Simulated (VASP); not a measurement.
# BN (P6_3/mmc) in VASP: a series of runs

BN is run at these levels: PBEsol; tasks: single point.

Program: VASP 6.6.1. These are calculated values, not measurements. Logs are shortened: lines on timing, memory, paths and dates and some standing lists are left out, and cuts for length are marked.

## 1. The cell of the first run

It takes space group P6_3/mmc (No. 194, hexagonal). Conventional cell: a = 2.498 Å, b = 2.498 Å, c = 6.636 Å, α = 90.00°, β = 90.00°, γ = 120.00°. Within 1.9 Å of B (site symmetry -6m2) lie 3 N at 1.44 Å. N (site symmetry -6m2) has 3 B at 1.44 Å within 1.9 Å.

## 2. Single point, PBEsol

INCAR

```
ALGO     = Normal         # electronic algorithm
EDIFF    = 1E-6           # SCF threshold, eV
ENCUT    = 520            # plane-wave cutoff, eV
GGA      = PS             # functional
ISIF     = 2              # what is computed and relaxed
ISMEAR   = 0              # smearing method
LASPH    = T              # aspherical terms in the spheres
LCHARG   = F              # write CHGCAR
LREAL    = F              # projectors in reciprocal space
LWAVE    = F              # write WAVECAR
NBANDS   = 16             # bands
NELM     = 80             # most SCF steps
PREC     = Accurate       # precision mode
SIGMA    = 0.01           # smearing width, eV
```

KPOINTS

```
k-points
0
Gamma
  3 3 1
```

POSCAR

```
BN
1.0
    2.4982400000      0.0000000000      0.0000000000
   -1.2491200000      2.1635393048      0.0000000000
    0.0000000000      0.0000000000      6.6357000000
B N
2 2
Direct
    0.3333333333      0.6666666667      0.2500000000
    0.6666666667      0.3333333333      0.7500000000
    0.3333333333      0.6666666667      0.7500000000
    0.6666666667      0.3333333333      0.2500000000
```

Potentials or basis: VASP PAW PBE potentials, release 64 (B, N).

Launch:

```
$ cat potpaw_PBE.64/B/POTCAR potpaw_PBE.64/N/POTCAR > POTCAR
$ mpirun -np 1 vasp_std > vasp.out
```

OUTCAR:

```text
EDIFF = 1E-6
   ENCUT = 520
   GGA = PS
   ISIF = 2
   ISMEAR = 0
   LASPH = T
   LREAL = F
   NELM = 80
   PREC = Accurate

 ion  position               nearest neighbor table
   1  0.333  0.667  0.250-   4 1.44   4 1.44   4 1.44
   2  0.667  0.333  0.750-   3 1.44   3 1.44   3 1.44
   3  0.333  0.667  0.750-   2 1.44   2 1.44   2 1.44
   4  0.667  0.333  0.250-   1 1.44   1 1.44   1 1.44

  LATTYP: Found a hexagonal cell.
 ALAT       =     2.4982400000
 C/A-ratio  =     2.6561499296

  Lattice vectors:

 A1 = (   2.4982400000,   0.0000000000,   0.0000000000)
 A2 = (  -1.2491200000,   2.1635393048,   0.0000000000)
 A3 = (   0.0000000000,   0.0000000000,   6.6357000000)

Analysis of symmetry for initial positions (statically):
=====================================================================
 Subroutine PRICEL returns:
 Original cell was already a primitive cell.

 Routine SETGRP: Setting up the symmetry group for a
 hexagonal supercell.

 Subroutine GETGRP returns: Found 24 space group operations
 (whereof 12 operations were pure point group operations)
 out of a pool of 24 trial point group operations.

The static configuration has the point symmetry D_3d.
 The point group associated with its full space group is D_6h.

Analysis of symmetry for dynamics (positions and initial velocities):
=====================================================================
 Subroutine PRICEL returns:
 Original cell was already a primitive cell.

 Routine SETGRP: Setting up the symmetry group for a
 hexagonal supercell.

 Subroutine GETGRP returns: Found 24 space group operations
 (whereof 12 operations were pure point group operations)
 out of a pool of 24 trial point group operations.

The dynamic configuration has the point symmetry D_3d.
 The point group associated with its full space group is D_6h.

 Subroutine INISYM returns: Found 24 space group operations
 (whereof 12 operations are pure point group operations),
 and found     1 'primitive' translations

----------------------------------------------------------------------------------------

                                     Primitive cell

  volume of cell :      35.8662

  direct lattice vectors                    reciprocal lattice vectors
     2.498240000  0.000000000  0.000000000     0.400281798  0.231102804  0.000000000
    -1.249120000  2.163539305  0.000000000     0.000000000  0.462205608  0.000000000
     0.000000000  0.000000000  6.635700000     0.000000000  0.000000000  0.150700002

  length of vectors
     2.498240000  2.498240000  6.635700000     0.462205608  0.462205608  0.150700002

  position of ions in fractional coordinates (direct lattice)
     0.333333333  0.666666667  0.250000000
     0.666666667  0.333333333  0.750000000
     0.333333333  0.666666667  0.750000000
     0.666666667  0.333333333  0.250000000

  ion indices of the primitive-cell ions
   primitive index   ion index
                 1           1
                 2           2
                 3           3
                 4           4

----------------------------------------------------------------------------------------

 KPOINTS: k-points

Automatic generation of k-mesh.
 Grid dimensions read from file:
 generate k-points for:    3    3    1

 Generating k-lattice:

  Cartesian coordinates                     Fractional coordinates (reciprocal lattice)
     0.133427266  0.077034268  0.000000000     0.333333333 -0.000000000  0.000000000
     0.000000000  0.154068536  0.000000000     0.000000000  0.333333333  0.000000000
     0.000000000  0.000000000  0.150700002     0.000000000  0.000000000  1.000000000

  Length of vectors
     0.154068536  0.154068536  0.150700002

  Shift w.r.t. Gamma in fractional coordinates (k-lattice)
     0.000000000  0.000000000  0.000000000

 Subroutine IBZKPT returns following result:
 ===========================================

 Found      3 irreducible k-points:

 Following reciprocal coordinates:
            Coordinates               Weight
  0.000000  0.000000  0.000000      1.000000
  0.333333  0.000000  0.000000      6.000000
  0.333333  0.333333  0.000000      2.000000
   k-points           NKPTS =      3   k-points in BZ     NKDIM =      3   number of bands    NBANDS=     16
   number of dos      NEDOS =    301   number of ions     NIONS =      4
   total plane-waves  NPLWV =  20000
   dimension x,y,z NGX =    20 NGY =   20 NGZ =   50
   dimension x,y,z NGXF=    40 NGYF=   40 NGZF=  100
   ions per type =               2   2
   NGX,Y,Z   is equivalent  to a cutoff of  13.31, 13.31, 12.53 a.u.
   NGXF,Y,Z  is equivalent  to a cutoff of  26.62, 26.62, 25.05 a.u.
 SYSTEM =  unknown system
   PREC   = accura    normal or accurate (medium, high low for compatibility)
   ISTART =      0    job   : 0-new  1-cont  2-samecut
   ICHARG =      2    charge: 1-file 2-atom 10-const
   ISPIN  =      1    spin polarized calculation?
   LNONCOLLINEAR =      F non collinear calculations
   LSORBIT =      F    spin-orbit coupling
   LASPH  =      T    aspherical Exc in radial PAW
   ENCUT  =  520.0 eV  38.22 Ry    6.18 a.u.   4.65  4.65 12.34*2*pi/ulx,y,z
   NELM   =     80;   NELMIN=  2; NELMDL= -5     # of ELM steps
   EDIFF  = 0.1E-05   stopping-criterion for ELM
   LREAL  =      F    real-space projection
   EDIFFG = 0.1E-04   stopping-criterion for IOM
   NSW    =      0    number of steps for IOM
   IBRION =     -1    ionic relax: 0-MD 1-quasi-New 2-CG
   NFREE  =      0    steps in history (QN), initial steepest desc. (CG)
   ISIF   =      2    stress and relaxation
   ISYM   =      2    0-nonsym 1-usesym 2-fastsym
   POTIM  = 0.5000    time-step for ionic-motion
   TEBEG  =    0.0;   TEEND  =   0.0 temperature during run
   PSTRESS=    0.0 pullay stress
   NELECT =      16.0000    total number of electrons
   NUPDOWN=      -1.0000    fix difference up-down
   EMIN   =  10.00;   EMAX   =-10.00  energy-range for DOS
   EFERMI =   0.00;   METHOD = LEGACY
   ISMEAR =     0;   SIGMA  =   0.01  broadening in eV -4-tet -1-fermi 0-gaus
   EFERMI_NEDOS =   21; number of points for ismear=-14 and -15
   IALGO  =     38    algorithm
   IMIX   =      4    mixing-type and parameters
     AMIX     =   0.40;   BMIX     =  1.00
     AMIX_MAG =   1.60;   BMIX_MAG =  1.00
  volume/ion in A,a.u.               =       8.97        60.51
  Fermi-wavevector in a.u.,A,eV,Ry     =   1.250891  2.363842 21.289433  1.564729
  Thomas-Fermi vector in A             =   2.384864
   LORBIT       =      0    0 simple, 1 ext, 2 COOP (PROOUT), +10 PAW based schemes
   GGA     = PS    functional components
   LHFCALC =     F    Hartree Fock is set to
   AEXX    =    0.0000 exact exchange contribution
   IVDW    =     0    specifies the selected vdW correction
   LEPSILON=     F    determine dielectric tensor
   LRPA    =     F    only Hartree local field effects (RPA)
 non-spin polarized calculation
 Gauss-broadening in eV      SIGMA  =   0.01
  energy-cutoff  :      520.00
  volume of cell :       35.87
 maximum number of plane-waves:       985
 NGX is ok and might be reduce to    18
   NGX =  9   NGY =  9   NGZ = 25

 number of electron      15.9999997 magnetization

 Free energy of the ion-electron system (eV)
  ---------------------------------------------------
  ext. energy  EPLUGINS =         0.00000000
  ---------------------------------------------------
  free energy    TOTEN  =       -36.26379062 eV

  energy without entropy =      -36.26379062  energy(sigma->0) =      -36.26379062

 E-fermi :   2.3601     XC(G=0): -10.2938

 val. band max:        2.2152609229   @ k =   0.3333   0.3333   0.0000
 cond. band min:       7.0681948083   @ k =   0.3333   0.3333   0.0000
 fundamental gap:      4.8529338854
 Fermi energy:         2.3600789660

 k-point     1 :       0.0000    0.0000    0.0000
  band No.  band energies     occupation
      1     -15.5075      2.00000
      2     -15.2001      2.00000
      3      -4.0649      2.00000
      4      -1.8703      2.00000
      5       1.0184      2.00000
      6       1.0184      2.00000
      7       1.0563      2.00000
      8       1.0563      2.00000
      9       7.3186      0.00000
     10      12.5128      0.00000
     11      13.8353      0.00000
     12      13.8353      0.00000
     13      13.9629      0.00000
     14      13.9629      0.00000
     15      14.6190      0.00000
     16      15.3658      0.00000

 k-point     2 :       0.3333    0.0000    0.0000
  band No.  band energies     occupation
      1     -13.4907      2.00000
      2     -13.2699      2.00000
      3      -4.6107      2.00000
      4      -4.5261      2.00000
      5      -1.2775      2.00000
      6      -1.2145      2.00000
      7      -1.2140      2.00000
      8       0.5801      2.00000
      9       9.1063      0.00000
     10       9.9761      0.00000
     11      10.3016      0.00000
     12      12.5156      0.00000
     13      13.6919      0.00000
     14      17.3238      0.00000
     15      17.9649      0.00000
     16      20.9632      0.00000

 k-point     3 :       0.3333    0.3333    0.0000
  band No.  band energies     occupation
      1     -11.6024      2.00000
      2     -11.6024      2.00000
      3      -5.7708      2.00000
      4      -5.6035      2.00000
      5      -4.8351      2.00000
      6      -4.8351      2.00000
      7       2.2153      2.00000
      8       2.2153      2.00000
      9       7.0682      0.00000
     10       7.0682      0.00000
     11      12.7681      0.00000
     12      15.4272      0.00000
     13      15.4272      0.00000
     14      16.1300      0.00000
     15      18.7496      0.00000
     16      20.0881      0.00000

------------------------ aborting loop because EDIFF is reached ----------------------------------------

  FORCE on cell =-STRESS in cart. coord.  units (eV):
  Direction    XX          YY          ZZ          XY          YZ          ZX
  --------------------------------------------------------------------------------------
  -------------------------------------------------------------------------------------
  Total        0.6639469      0.6639469      0.7209922      0.0000000      0.0000000      0.0000000
  in kB       29.6591171     29.6591171     32.2073866      0.0000000      0.0000000      0.0000000
  external PRESSURE =      30.5085402 kB  Pullay stress =       0.0000000 kB

 VOLUME and BASIS-vectors are now :
 -----------------------------------------------------------------------------
  energy-cutoff  :      520.00
  volume of cell :       35.87
      direct lattice vectors                 reciprocal lattice vectors
     2.498240000  0.000000000  0.000000000     0.400281798  0.231102804  0.000000000
    -1.249120000  2.163539305  0.000000000     0.000000000  0.462205608  0.000000000
     0.000000000  0.000000000  6.635700000     0.000000000  0.000000000  0.150700002

 POSITION                                       TOTAL-FORCE (eV/Angst)
 -----------------------------------------------------------------------------------
     -0.00000      1.44236      1.65892         0.000000     -0.000000      0.000000
      1.24912      0.72118      4.97677        -0.000000      0.000000      0.000000
     -0.00000      1.44236      4.97677        -0.000000     -0.000000      0.000000
      1.24912      0.72118      1.65892        -0.000000      0.000000      0.000000
 -----------------------------------------------------------------------------------
    total drift:                                0.000000     -0.000000      0.000000

  FREE ENERGIE OF THE ION-ELECTRON SYSTEM (eV)
  ---------------------------------------------------
  free  energy   TOTEN  =       -36.2637906214 eV

  energy  without entropy=      -36.2637906214  energy(sigma->0) =      -36.26379062
```

It took 3.4 s on 1 thread of Intel Xeon 6975P-C, shared host; peak memory 0.14 GiB.

Results:

| Item | Value |
| --- | --- |
| Free energy | -36.2638 eV |
| Pressure | 3.1 GPa |
| Band gap on the k mesh | 4.85 eV, direct |

Levels at points of the mesh, in eV from the valence-band top:
```csv
k point,band 4,band 5,band 6,band 7,band 8,band 9,band 10,band 11,band 12,band 13
"(0.00, 0.00, 0.00)",-4.09,-1.20,-1.20,-1.16,-1.16,5.10,10.30,11.62,11.62,11.75
```

Caveat: the k points lie up to 0.97 Å⁻¹ apart; the PAW data sets were made with another functional, which shifts forces and pressure a little; this functional lacks dispersion, which binds the layers, so the pressure and a relaxed spacing across them are unreliable. A hybrid or GW would open this gap; PBEsol tends to underestimate it.

## 3. Single point, PBEsol

INCAR

```
SYSTEM = BN
PREC = Accurate
ENCUT = 520
EDIFF = 1E-6
ISMEAR = 0
SIGMA = 0.01
LREAL = .FALSE.
LASPH = .TRUE.
NELM = 60
ALGO = Normal
ISIF = 2
LWAVE = .FALSE.
LCHARG = .FALSE.
GGA = PS
NBANDS = 16
```

KPOINTS

```
regular mesh
0
G
  6 6 2
  0 0 0
```

POSCAR is that of step 2.

Potentials or basis: VASP PAW PBE potentials, release 64 (B, N).

Launch:

```
$ cat potpaw_PBE.64/B/POTCAR potpaw_PBE.64/N/POTCAR > POTCAR
$ mpirun -np 1 vasp_std > vasp.out
```

Run time: 7.3 s. Hardware: 1 thread of Intel Xeon 6975P-C, shared host; peak memory 0.14 GiB.

It converged, with:

```
Free energy            : -36.5615 eV
Pressure               : 2.5 GPa
Band gap on the k mesh : 4.18 eV, indirect (least direct gap 4.60 eV)
```

Stress tensor (GPa, compression positive):
```
3.26 0.00 0.00
0.00 3.26 0.00
0.00 0.00 0.86
```

Levels at points of the mesh, in eV from the valence-band top:
```csv
k point,band 4,band 5,band 6,band 7,band 8,band 9,band 10,band 11,band 12,band 13
"(0.00, 0.00, 0.00)",-4.15,-1.30,-1.30,-1.26,-1.26,5.06,10.21,11.56,11.56,11.69
"(0.50, 0.00, 0.00)",-8.88,-4.14,-4.08,-1.47,-0.44,4.18,5.61,9.51,9.97,12.50
"(0.00, 0.00, 0.50)",-5.37,-1.28,-1.28,-1.28,-1.28,7.48,7.48,11.63,11.63,11.63
"(0.50, 0.00, 0.50)",-8.92,-4.11,-4.11,-0.93,-0.93,4.66,4.66,9.93,9.93,13.41
```

Caveat: the k points lie up to 0.48 Å⁻¹ apart; the PAW data sets were made with another functional, which shifts forces and pressure a little; this functional lacks dispersion, which binds the layers, so the pressure and a relaxed spacing across them are unreliable. A k mesh can miss the band edges.

## 4. Single point, PBEsol

INCAR

```
SYSTEM = BN
PREC = Accurate
ENCUT = 520
EDIFF = 1E-7
ISMEAR = 0
SIGMA = 0.01
LREAL = .False.
LASPH = .True.
NELM = 60
ALGO = Normal
ISIF = 2
LWAVE = .False.
LCHARG = .True.
GGA = PS
LELF = .True.
LVHAR = .True.
NBANDS = 16
```

KPOINTS

```
regular mesh
0
Gamma
  12 12 4
  0 0 0
```

POSCAR is that of step 3.

Launch:

```
$ cat potpaw_PBE.64/B/POTCAR potpaw_PBE.64/N/POTCAR > POTCAR
$ mpirun -np 1 vasp_std > vasp.out
```

Run time: 22 s. Hardware: 1 thread of Intel Xeon 6975P-C, shared host; peak memory 0.16 GiB.

The run converged. Its results:

```yaml
Free_energy: -36.5629 eV
Pressure: 2.5 GPa
Band_gap_on_the_k_mesh: 4.18 eV, indirect (least direct gap 4.60 eV)
```

Stress tensor (GPa, compression positive):
```
3.29 0.00 0.00
0.00 3.29 0.00
0.00 0.00 0.80
```

Levels at points of the mesh, in eV from the valence-band top:
| k point | band 5 | band 6 | band 7 | band 8 | band 9 | band 10 | band 11 | band 12 |
| --- | --- | --- | --- | --- | --- | --- | --- | --- |
| (0.00, 0.00, 0.00) | -1.30 | -1.30 | -1.26 | -1.26 | 5.06 | 10.21 | 11.56 | 11.56 |
| (0.50, 0.00, 0.00) | -4.14 | -4.08 | -1.47 | -0.44 | 4.18 | 5.61 | 9.51 | 9.97 |
| (0.00, 0.00, 0.50) | -1.28 | -1.28 | -1.28 | -1.28 | 7.48 | 7.48 | 11.63 | 11.63 |
| (0.50, 0.00, 0.50) | -4.11 | -4.11 | -0.93 | -0.93 | 4.66 | 4.66 | 9.93 | 9.93 |

Caveat: the PAW data sets were made with another functional, which shifts forces and pressure a little; this functional lacks dispersion, which binds the layers, so the pressure and a relaxed spacing across them are unreliable.

## 5. Single point, PBEsol

INCAR

```
SYSTEM = BN
PREC = Accurate ; ENCUT = 520
EDIFF = 1E-6 ; ISMEAR = 0
SIGMA = 0.01 ; LREAL = .FALSE.
LASPH = .TRUE. ; NELM = 100
ALGO = Normal ; ISIF = 2
LWAVE = .FALSE. ; LCHARG = .FALSE.
GGA = PS ; NBANDS = 16
```

KPOINTS

```
Automatic mesh
0
G
  18 18 4
  0 0 0
```

POSCAR is that of step 4.

Launch:

```
$ cat potpaw_PBE.64/B/POTCAR potpaw_PBE.64/N/POTCAR > POTCAR
$ mpirun -np 1 vasp_std > vasp.out
```

It took 41 s on 1 thread of Intel Xeon 6975P-C, shared host; peak memory 0.18 GiB.

The run converged. Its results:

```yaml
Free_energy: -36.5629 eV
Pressure: 2.5 GPa
Band_gap_on_the_k_mesh: 4.14 eV, indirect (least direct gap 4.60 eV)
```

Stress tensor (GPa, compression positive):
```
3.29 0.00 0.00
0.00 3.29 0.00
0.00 0.00 0.80
```

Levels at points of the mesh, in eV from the valence-band top:
```tsv
k point	band 5	band 6	band 7	band 8	band 9	band 10	band 11	band 12
(0.00, 0.00, 0.00)	-1.34	-1.34	-1.30	-1.30	5.02	10.17	11.52	11.52
(0.50, 0.00, 0.00)	-4.18	-4.12	-1.51	-0.48	4.14	5.57	9.47	9.93
(0.00, 0.00, 0.50)	-1.32	-1.32	-1.32	-1.32	7.44	7.44	11.59	11.59
(0.50, 0.00, 0.50)	-4.15	-4.15	-0.97	-0.97	4.62	4.62	9.89	9.89
```

Caveat: the PAW data sets were made with another functional, which shifts forces and pressure a little; this functional lacks dispersion, which binds the layers, so the pressure and a relaxed spacing across them are unreliable. Expect the measured gap to be larger: semilocal functionals such as PBEsol lack the derivative discontinuity.

## 6. The runs side by side

```csv
k mesh,gap on the mesh (eV),pressure (GPa)
3 × 3 × 1,4.85,3.1
6 × 6 × 2,4.18,2.5
12 × 12 × 4,4.18,2.5
18 × 18 × 4,4.14,2.5
```

Alike in all rows: task single point; level PBEsol; potentials or basis VASP PAW PBE potentials, release 64 (B, N); no spin polarisation; cell as given; cutoff (eV) 520; smearing gaussian 0.01 eV.

Caveats: some runs use coarse meshes; the PAW data sets were made with another functional, which shifts forces and pressure a little; this functional lacks dispersion, which binds the layers, so the pressure and a relaxed spacing across them are unreliable.

Absolute energies hang on the potentials; compare differences alone.
